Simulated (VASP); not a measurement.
AlN: single point with PBEsol

System: AlN, a wire with vacuum.

```
Al N
1.0
     9.00000    0.00000    0.00000
     0.00000    9.30000    0.00000
     0.00000    0.00000    3.41182
Al N
1 1
Direct
  0.50000 0.50000 0.00000
  0.50000 0.50000 0.50000
```

```json
{
  "Program": "VASP 6.6.1",
  "Task": "single point",
  "Functional": "PBEsol",
  "Potentials or basis": "VASP PAW PBE potentials, release 64 (Al, N)",
  "Cutoff": "520 eV",
  "k mesh": "1 × 1 × 19",
  "Occupations": "gaussian, width 0.05 eV",
  "Spin": "collinear spin, ferromagnetic start",
  "Starting moments": "[0.5, 0.5] μB"
}
```

```json
{"Band gap on the k mesh": "2.29 eV (least direct gap 3.25 eV)", "Net moment": "0.00 μB per cell", "Valence electrons inside the program's atomic spheres": "Al 0.85; N 3.74"}
```

Levels at points of the mesh, in eV from the valence-band top:
Spin up:
| k point | band 1 | band 2 | band 3 | band 4 | band 5 | band 6 | band 7 | band 8 |
| --- | --- | --- | --- | --- | --- | --- | --- | --- |
| (0.00, 0.00, 0.00) | -12.40 | -2.35 | -0.96 | -0.96 | 2.29 | 5.42 | 5.81 | 5.89 |
Spin down:
```
           k point  band 2  band 3  band 4  band 5  band 6  band 7
(0.00, 0.00, 0.00)   -2.35   -0.96   -0.96    2.29    5.41    5.81
```

It took 87 s on 1 thread of AMD EPYC 9R45 96-Core Processor (Zen 5), on a shared host, peak memory 0.45 GiB.
